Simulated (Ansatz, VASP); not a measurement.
One calculation of I, two programs

```xyz
1
Lattice="-1.5899 1.6321 4.2367 1.6842 -1.6402 4.2755 1.5553 1.6056 -4.2398" Properties=species:S:1:pos:R:3 pbc="T T T"
I     0.0392    0.0101   -0.0039
```

Change from the starting cell: cell strained at random at fixed volume.

Alike in both runs: task single point; functional PBE; k mesh 11 × 11 × 11; occupations fermi-dirac, width 0.05 eV; no spin polarisation.

```csv
,VASP,Ansatz
version,VASP 6.6.1,Ansatz 0.2.0
potentials or method,"VASP PAW PBE potentials, release 64 (I), cutoff 520 eV","all-electron LAPW, scalar-relativistic"
```

|  | VASP | Ansatz | Ansatz less VASP |
| --- | --- | --- | --- |
| gap on the k mesh at the Fermi level (eV) | none | none | - |
| pressure (GPa) | 0.0 | 0.1 | +0.04 |
| traceless stress, the component that is largest in VASP (GPa) | -0.13 | -0.11 | +0.018 |

A gap of «none» marks a metal or a gap that the smearing closes. Ansatz ran all-electron here, and VASP with PAW potentials.

Spin-orbit coupling is off throughout.
